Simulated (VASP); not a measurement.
# HfO2 (Fm-3m) in VASP: a series of runs, part 2 of 2

VASP 6.6.1.

**3. Single point, HSE06**

Input file POSCAR:

```
HfO2
1.0
    0.0000000000      2.5291823194      2.5291823194
    2.5291823194      0.0000000000      2.5291823194
    2.5291823194      2.5291823194      0.0000000000
Hf O
1 2
Direct
    0.0000000000      0.0000000000      0.0000000000
    0.2500000000      0.2500000000      0.2500000000
    0.7500000000      0.7500000000      0.7500000000
```

Input file INCAR.step1:

```
ALGO = Normal
EDIFF = 1E-5
ENCUT = 520
GGA = PE
ISIF = 2
ISMEAR = 0
LASPH = T
LCHARG = F
LREAL = F
LWAVE = T
NBANDS = 18
NELM = 80
PREC = Accurate
SIGMA = 0.01
```

Input file INCAR.step2:

```
ALGO = Normal
EDIFF = 1E-6
ENCUT = 520
GGA = PE
HFSCREEN = 0.2079
ISIF = 2
ISMEAR = 0
ISTART = 1
LASPH = T
LCHARG = F
LHFCALC = T
LREAL = F
LWAVE = F
NBANDS = 18
NELM = 80
PREC = Accurate
PRECFOCK = Normal
SIGMA = 0.01
```

Input file KPOINTS:

```
k-points
0
Gamma
  4 4 4
```

Potentials or basis: VASP PAW PBE potentials, release 64 (Hf_pv, O).

Started as:

```
$ cat potpaw_PBE.64/Hf_pv/POTCAR potpaw_PBE.64/O/POTCAR > POTCAR
$ cp INCAR.step1 INCAR
$ mpirun -np 1 vasp_std > vasp.out
$ cp INCAR.step2 INCAR
$ mpirun -np 1 vasp_std > vasp.out
```

OUTCAR:

```text
EDIFF = 1E-6
   ENCUT = 520
   GGA = PE
   HFSCREEN = 0.2079
   ISIF = 2
   ISMEAR = 0
   ISTART = 1
   LASPH = T
   LHFCALC = T
   LREAL = F
   NELM = 80
   PREC = Accurate
   PRECFOCK = Normal

 ion  position               nearest neighbor table
   1  0.000  0.000  0.000-   3 2.19   3 2.19   3 2.19   2 2.19   2 2.19   2 2.19   3 2.19   2 2.19

   2  0.250  0.250  0.250-   1 2.19   1 2.19   1 2.19   1 2.19
   3  0.750  0.750  0.750-   1 2.19   1 2.19   1 2.19   1 2.19

  LATTYP: Found a face centered cubic cell.
 ALAT       =     5.0583646388

  Lattice vectors:

 A1 = (   0.0000000000,   2.5291823194,   2.5291823194)
 A2 = (   2.5291823194,   0.0000000000,   2.5291823194)
 A3 = (   2.5291823194,   2.5291823194,   0.0000000000)

Analysis of symmetry for initial positions (statically):
=====================================================================
 Subroutine PRICEL returns:
 Original cell was already a primitive cell.

 Routine SETGRP: Setting up the symmetry group for a
 face centered cubic supercell.

 Subroutine GETGRP returns: Found 48 space group operations
 (whereof 48 operations were pure point group operations)
 out of a pool of 48 trial point group operations.

The static configuration has the point symmetry O_h .

Analysis of symmetry for dynamics (positions and initial velocities):
=====================================================================
 Subroutine PRICEL returns:
 Original cell was already a primitive cell.

 Routine SETGRP: Setting up the symmetry group for a
 face centered cubic supercell.

 Subroutine GETGRP returns: Found 48 space group operations
 (whereof 48 operations were pure point group operations)
 out of a pool of 48 trial point group operations.

The dynamic configuration has the point symmetry O_h .

 Subroutine INISYM returns: Found 48 space group operations
 (whereof 48 operations are pure point group operations),
 and found     1 'primitive' translations

----------------------------------------------------------------------------------------

                                     Primitive cell

  volume of cell :      32.3572

  direct lattice vectors                    reciprocal lattice vectors
     0.000000000  2.529182319  2.529182319    -0.197692351  0.197692351  0.197692351
     2.529182319  0.000000000  2.529182319     0.197692351 -0.197692351  0.197692351
     2.529182319  2.529182319  0.000000000     0.197692351  0.197692351 -0.197692351

  length of vectors
     3.576803938  3.576803938  3.576803938     0.342413197  0.342413197  0.342413197

  position of ions in fractional coordinates (direct lattice)
     0.000000000  0.000000000  0.000000000
     0.250000000  0.250000000  0.250000000
     0.750000000  0.750000000  0.750000000

  ion indices of the primitive-cell ions
   primitive index   ion index
                 1           1
                 2           2
                 3           3

----------------------------------------------------------------------------------------

 KPOINTS: k-points
[... 28 lines left out ...]
  0.250000  0.250000  0.000000      6.000000
  0.500000  0.250000  0.000000     24.000000
 -0.250000  0.250000  0.000000     12.000000
  0.500000  0.500000  0.000000      3.000000
 -0.250000  0.500000  0.250000      6.000000
   k-points           NKPTS =      8   k-points in BZ     NKDIM =     64   number of bands    NBANDS=     18
   number of dos      NEDOS =    301   number of ions     NIONS =      3
   total plane-waves  NPLWV =  21952
   dimension x,y,z NGX =    28 NGY =   28 NGZ =   28
   dimension x,y,z NGXF=    56 NGYF=   56 NGZF=   56
   ions per type =               1   2
   NGX,Y,Z   is equivalent  to a cutoff of  13.01, 13.01, 13.01 a.u.
   NGXF,Y,Z  is equivalent  to a cutoff of  26.03, 26.03, 26.03 a.u.
 SYSTEM =  unknown system
   PREC   = accura    normal or accurate (medium, high low for compatibility)
   ISTART =      1    job   : 0-new  1-cont  2-samecut
   ICHARG =      0    charge: 1-file 2-atom 10-const
   ISPIN  =      1    spin polarized calculation?
   LNONCOLLINEAR =      F non collinear calculations
   LSORBIT =      F    spin-orbit coupling
   LASPH  =      T    aspherical Exc in radial PAW
   ENCUT  =  520.0 eV  38.22 Ry    6.18 a.u.   6.65  6.65  6.65*2*pi/ulx,y,z
   NELM   =     80;   NELMIN=  2; NELMDL=  0     # of ELM steps
   EDIFF  = 0.1E-05   stopping-criterion for ELM
   LREAL  =      F    real-space projection
   EDIFFG = 0.1E-04   stopping-criterion for IOM
   NSW    =      0    number of steps for IOM
   IBRION =     -1    ionic relax: 0-MD 1-quasi-New 2-CG
   NFREE  =      0    steps in history (QN), initial steepest desc. (CG)
   ISIF   =      2    stress and relaxation
   ISYM   =      3    0-nonsym 1-usesym 2-fastsym
   POTIM  = 0.5000    time-step for ionic-motion
   TEBEG  =    0.0;   TEEND  =   0.0 temperature during run
   PSTRESS=    0.0 pullay stress
   NELECT =      22.0000    total number of electrons
   NUPDOWN=      -1.0000    fix difference up-down
   EMIN   =  10.00;   EMAX   =-10.00  energy-range for DOS
   EFERMI =   0.00;   METHOD = LEGACY
   ISMEAR =     0;   SIGMA  =   0.01  broadening in eV -4-tet -1-fermi 0-gaus
   EFERMI_NEDOS =   21; number of points for ismear=-14 and -15
   IALGO  =     38    algorithm
   IMIX   =      1    mixing-type and parameters
     AMIX     =   0.40;   BMIX     =  1.00
     AMIX_MAG =   1.60;   BMIX_MAG =  1.00
  volume/ion in A,a.u.               =      10.79        72.79
  Fermi-wavevector in a.u.,A,eV,Ry     =   1.439546  2.720348 28.195259  2.072293
  Thomas-Fermi vector in A             =   2.558390
   LORBIT       =      0    0 simple, 1 ext, 2 COOP (PROOUT), +10 PAW based schemes
   GGA     = PE    functional components
   LHFCALC =     T    Hartree Fock is set to
   PRECFOCK=normal    Normal, Fast or Accurate (Low or Medium for compatibility)
   ENCUT4O =  -1.0   cutoff for four orbital integrals eV
   NKREDX  =     1    reduce k-point grid by
   NKREDY  =     1    reduce k-point grid by
   NKREDZ  =     1    reduce k-point grid by
   AEXX    =    0.2500 exact exchange contribution
   HFSCREEN=    0.2079 screening length (either q_TF or 0.3 A-1)
   HFSCREENC=   0.2079 screening length for correlation (either q_TF or 0.3 A-1)
   ENCUTFOCK=  -1.0 apply spherical cutoff to Coloumb kernel
   IVDW    =     0    specifies the selected vdW correction
   LEPSILON=     F    determine dielectric tensor
   LRPA    =     F    only Hartree local field effects (RPA)
 non-spin polarized calculation
 Gauss-broadening in eV      SIGMA  =   0.01
  energy-cutoff  :      520.00
  volume of cell :       32.36
 maximum number of plane-waves:       893
 NGX is ok and might be reduce to    28
  NGX = 20; NGY = 20; NGZ = 20

 number of electron      21.9999992 magnetization

 Free energy of the ion-electron system (eV)
  ---------------------------------------------------
  ext. energy  EPLUGINS =         0.00000000
  ---------------------------------------------------
  free energy    TOTEN  =       -36.26071882 eV

  energy without entropy =      -36.26071882  energy(sigma->0) =      -36.26071882

 E-fermi :   3.4496     XC(G=0):  -9.7259

 val. band max:        3.2928261950   @ k =   0.5000   0.5000   0.0000
 cond. band min:       8.6575888182   @ k =   0.5000   0.5000   0.0000
 fundamental gap:      5.3647626232
 Fermi energy:         3.4496433601

 k-point     1 :       0.0000    0.0000    0.0000
  band No.  band energies     occupation
      1     -27.8777      2.00000
      2     -27.8777      2.00000
      3     -27.8777      2.00000
      4     -17.2032      2.00000
      5     -13.9657      2.00000
      6      -2.5350      2.00000
[... 145 lines left out ...]
      5     -15.0790      2.00000
      6      -2.4684      2.00000
[... 10 lines left out ...]
     17      18.0130      0.00000
     18      18.9248      0.00000

------------------------ aborting loop because EDIFF is reached ----------------------------------------

  FORCE on cell =-STRESS in cart. coord.  units (eV):
  Direction    XX          YY          ZZ          XY          YZ          ZX
  --------------------------------------------------------------------------------------
  -------------------------------------------------------------------------------------
  Total       -1.0687813     -1.0687813     -1.0687813      0.0000000     -0.0000000      0.0000000
  in kB      -52.9211177    -52.9211177    -52.9211177      0.0000000     -0.0000000      0.0000000
  external PRESSURE =     -52.9211177 kB  Pullay stress =       0.0000000 kB

 VOLUME and BASIS-vectors are now :
 -----------------------------------------------------------------------------
  energy-cutoff  :      520.00
  volume of cell :       32.36
      direct lattice vectors                 reciprocal lattice vectors
     0.000000000  2.529182319  2.529182319    -0.197692351  0.197692351  0.197692351
     2.529182319  0.000000000  2.529182319     0.197692351 -0.197692351  0.197692351
     2.529182319  2.529182319  0.000000000     0.197692351  0.197692351 -0.197692351

 POSITION                                       TOTAL-FORCE (eV/Angst)
 -----------------------------------------------------------------------------------
      0.00000      0.00000      0.00000         0.000000     -0.000000     -0.000000
      1.26459      1.26459      1.26459         0.000000      0.000000      0.000000
      3.79377      3.79377      3.79377        -0.000000     -0.000000     -0.000000
 -----------------------------------------------------------------------------------
    total drift:                               -0.000002     -0.000001     -0.000000

  FREE ENERGIE OF THE ION-ELECTRON SYSTEM (eV)
  ---------------------------------------------------
  free  energy   TOTEN  =       -36.2607188183 eV

  energy  without entropy=      -36.2607188183  energy(sigma->0) =      -36.26071882
```

OUTCAR.step1:

```text
EDIFF = 1E-5
   ENCUT = 520
   GGA = PE
   ISIF = 2
[... 377 lines left out ...]
      0.00000      0.00000      0.00000         0.000000     -0.000000      0.000000
      1.26459      1.26459      1.26459        -0.000000     -0.000000     -0.000000
      3.79377      3.79377      3.79377         0.000000      0.000000      0.000000
 -----------------------------------------------------------------------------------
    total drift:                                0.000000      0.000000      0.000000

  FREE ENERGIE OF THE ION-ELECTRON SYSTEM (eV)
  ---------------------------------------------------
  free  energy   TOTEN  =       -30.2451010573 eV

  energy  without entropy=      -30.2451010573  energy(sigma->0) =      -30.24510106
```

OSZICAR.step1:

```text
N       E                     dE             d eps       ncg     rms          rms(c)
DAV:   1     0.908554864424E+02    0.90855E+02   -0.12566E+04   288   0.121E+03
DAV:   2    -0.323535105080E+02   -0.12321E+03   -0.11989E+03   380   0.290E+02
DAV:   3    -0.359892799316E+02   -0.36358E+01   -0.36222E+01   340   0.443E+01
DAV:   4    -0.360101872636E+02   -0.20907E-01   -0.20904E-01   340   0.369E+00
DAV:   5    -0.360103589897E+02   -0.17173E-03   -0.17172E-03   314   0.304E-01    0.486E+01
DAV:   6    -0.303737808600E+02    0.56366E+01   -0.20212E+01   292   0.324E+01    0.423E+01
DAV:   7    -0.302811128576E+02    0.92668E-01   -0.64183E-01   324   0.667E+00    0.292E+01
DAV:   8    -0.302641507551E+02    0.16962E-01   -0.26391E-01   308   0.475E+00    0.901E+00
DAV:   9    -0.302448183332E+02    0.19332E-01   -0.57246E-02   302   0.203E+00    0.259E+00
DAV:  10    -0.302450475114E+02   -0.22918E-03   -0.30529E-03   314   0.424E-01    0.150E-01
DAV:  11    -0.302450868752E+02   -0.39364E-04   -0.16484E-04   334   0.110E-01    0.213E-01
DAV:  12    -0.302451002425E+02   -0.13367E-04   -0.38083E-05   316   0.413E-02    0.213E-02
DAV:  13    -0.302451010573E+02   -0.81475E-06   -0.13732E-06   212   0.907E-03
   1 F= -.30245101E+02 E0= -.30245101E+02  d E =-.324375E-22
```

Wall time 14 min (1 thread of Intel Xeon 8259CL, shared host); peak memory 0.26 GiB.

What came out:

| Item | Value |
| --- | --- |
| Free energy | -36.2607 eV |
| Pressure | -5.3 GPa |
| Band gap on the k mesh | 5.36 eV |

Caveat: the k points lie up to 0.54 Å⁻¹ apart; the PAW data sets were made with another functional, which shifts forces and pressure a little; spin-orbit coupling is left out, which moves the levels of the heavy elements.
